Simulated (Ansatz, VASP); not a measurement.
**Sr3C in VASP and in Ansatz**

```
Sr C
1.0
    -2.41691    2.41691    5.13788
     2.41691   -2.41691    5.13788
     2.41691    2.41691   -5.13788
Sr C
3 1
Direct
  0.50000 0.50000 0.00000
  0.25000 0.75000 0.50000
  0.75000 0.25000 0.50000
  0.00000 0.00000 0.00000
```

Alike in both runs: functional PBE; k mesh 14 × 14 × 14; occupations gaussian, width 0.1 eV; no spin polarisation.

Ansatz relaxed the structure, and its values are those at the end. VASP's run is a single point on that final structure, the one shown.

|  | VASP | Ansatz |
| --- | --- | --- |
| version | VASP 6.6.1 | Ansatz 0.2.0 |
| potentials or method | VASP PAW PBE potentials, release 64 (Sr_sv, C), cutoff 520 eV | scalar-relativistic, plane waves, PAW |
| valence electrons in the cell | 34 | 34 |

VASP gave:

- gap on the k mesh at the Fermi level (eV): none
- pressure (GPa): 0.1

Task: Estimate Ansatz's values.

Result: gap on the k mesh at the Fermi level (eV): none; pressure (GPa): 0.0.

A gap of «none» marks a metal or a gap that the smearing closes.
